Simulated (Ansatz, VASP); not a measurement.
## Two plane-wave programs on Mg4H

INCAR

```
PREC = Accurate ; ENCUT = 520
EDIFF = 1E-7 ; ISMEAR = 0
SIGMA = 0.1 ; LREAL = F
LASPH = T ; NELM = 60
ALGO = Normal ; ISIF = 2
LWAVE = F ; LCHARG = F
LDIPOL = T ; IDIPOL = 3
DIPOL = 0.5 0.5 0.300 ; GGA = PE
NBANDS = 20
```

File KPOINTS:

```
Automatic mesh
0
Gamma
  4 5 1
```

Contents of POSCAR:

```
Mg4H
1.0
    6.4201385733      0.0000000000      0.0000000000
    0.0000000000      5.1379129567      0.0000000000
    0.0000000000      0.0000000000     21.6644777330
Mg H
8 2
Direct
    0.0000000000      0.7500000000      0.1846340378
    0.5000000000      0.7500000000      0.1846340378
    0.2500000000      0.2500000000      0.2274076137
    0.7500000000      0.2500000000      0.2274076137
    0.2500000000      0.7500000000      0.3173234500
    0.7500000000      0.7500000000      0.3173234500
    0.0000000000      0.2500000000      0.3537808678
    0.5000000000      0.2500000000      0.3537808678
    0.6993780397      0.0833333333      0.4188643661
    0.8006219603      0.0833333333      0.4188643661
```

Input for Ansatz:

```yaml
crystal:
  lattice:
    - [6.4201385733, 0.0, 0.0]
    - [0.0, 5.1379129567, 0.0]
    - [0.0, 0.0, 21.664477733]
  atoms:
    - { symbol: Mg, position: [0.0, 0.75, 0.1846340378] }
    - { symbol: Mg, position: [0.5, 0.75, 0.1846340378] }
    - { symbol: Mg, position: [0.25, 0.25, 0.2274076137] }
    - { symbol: Mg, position: [0.75, 0.25, 0.2274076137] }
    - { symbol: Mg, position: [0.25, 0.75, 0.31732345] }
    - { symbol: Mg, position: [0.75, 0.75, 0.31732345] }
    - { symbol: Mg, position: [0.0, 0.25, 0.3537808678] }
    - { symbol: Mg, position: [0.5, 0.25, 0.3537808678] }
    - { symbol: H, position: [0.6993780397, 0.0833333333, 0.4188643661] }
    - { symbol: H, position: [0.8006219603, 0.0833333333, 0.4188643661] }
basis:
  ecutwfc: 420
kpoints:
  mp_grid: { grid: [4, 5, 1] }
hamiltonian:
  xc: pbe
scf:
  occupations: { method: gaussian, width: 0.1 }
output:
  forces: true
  eigenvalues: true
efield:
  axis: 3
  dipole_correction: true
  ramp_width: 0.04
```

Alike in both runs: task single point; functional PBE; k mesh 4 × 5 × 1; occupations gaussian, width 0.1 eV; no spin polarisation.

|  | VASP | Ansatz |
| --- | --- | --- |
| version | VASP 6.6.1 | Ansatz 0.2.0 |
| potentials or method | VASP PAW PBE potentials, release 64 (Mg, H), cutoff 520 eV | scalar-relativistic, plane waves, PAW |
| valence electrons in the cell | 18 | 82 |

|  | VASP | Ansatz | Ansatz less VASP |
| --- | --- | --- | --- |
| gap on the k mesh at the Fermi level (eV) | none | none | - |
| rms of the force components (eV/Å) | 1.428 | 1.416 | -0.0118 |

Atom by atom the forces differ by 0.012 eV/Å (rms over components). A gap of «none» marks a metal or a gap that the smearing closes. VASP's potentials hold 18 valence electrons a cell and Ansatz's 82, so a difference there can come from the potentials and not from the codes.
